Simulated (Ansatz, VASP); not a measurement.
One calculation of MgBe2Te3, two programs

```
CELL_PARAMETERS angstrom
4.10667 0.00496 -0.00801
-0.01274 8.03302 -0.00405
-2.02075 -2.00211 9.53997
ATOMIC_POSITIONS crystal
Mg 0.92040 0.87892 0.50857
Mg 0.91990 0.33498 0.50765
Be 0.24238 0.51783 0.15248
Be 0.24670 0.01785 0.16010
Be 0.60797 0.19812 0.88129
Be 0.58934 0.69123 0.84439
Te 0.31565 0.30802 0.29870
Te 0.31678 0.79925 0.30084
Te 0.48519 0.13863 0.63649
Te 0.01662 0.65466 0.69852
Te 0.66824 0.48584 0.00339
Te 0.67084 0.97466 0.00758
```

Change from the starting cell: the structure that the rattled cell fell into.

Alike in both runs: functional PBE; k mesh 8 × 4 × 4; occupations gaussian, width 0.02 eV; no spin polarisation.

Ansatz relaxed the structure, and its values are those at the end. VASP's run is a single point on that final structure, the one shown.

```csv
,VASP,Ansatz
version,VASP 6.6.1,Ansatz 0.2.0
potentials or method,"VASP PAW PBE potentials, release 64 (Mg, Be, Te), cutoff 520 eV","scalar-relativistic, plane waves, PAW"
valence electrons in the cell,48,124
```

```csv
,VASP,Ansatz,Ansatz less VASP
gap on the k mesh at the Fermi level (eV),1.03,1.04,+0.010
least direct gap on the mesh (eV),2.01,2.03,+0.011
pressure (GPa),0.1,0.0,-0.07
rms of the force components (eV/Å),0.008,0.001,-0.0067
```

The functional is the same, so the differences come from potentials, cutoffs and numerics. VASP's potentials hold 48 valence electrons a cell and Ansatz's 124, so a difference there can come from the potentials and not from the codes.

Spin-orbit coupling is off throughout.
